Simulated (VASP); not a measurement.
Runs of VASP 6.6.1 on HfB2. The structure is that of space group P6/mmm (No. 191), or close to it. The cells are those of the table. 

```csv
cell,k mesh,gap on the mesh (eV),pressure (GPa)
"a = 3.167, b = 3.167, c = 3.506 Å, angles 90.0, 90.0, 120.0°, 3 atoms",8 × 8 × 6,none,(a)
"a = 3.146, b = 3.146, c = 3.485 Å, angles 90.0, 90.0, 120.0°, 3 atoms",8 × 8 × 6,none,-0.4
"a = 3.147, b = 3.147, c = 3.483 Å, angles 90.0, 90.0, 120.0°, 3 atoms",8 × 8 × 7,none,-0.4
"a = 3.125, b = 3.125, c = 3.460 Å, angles 90.0, 90.0, 120.0°, 3 atoms",8 × 8 × 7,none,5.0
```

Alike in all rows: task single point; level PBE; potentials or basis VASP PAW PBE potentials, release 64 (Hf_pv, B); no spin polarisation; cutoff (eV) 500; smearing methfessel-paxton 0.05 eV.

Task: Estimate the missing entries.

Result: (a) -5.2.

Caveats: spin-orbit coupling is left out, which moves the levels of the heavy elements.

A k mesh can miss the band edges, and the runs leave out spin-orbit coupling on Hf.

A gap of «none» marks levels without a gap at the run's occupations.
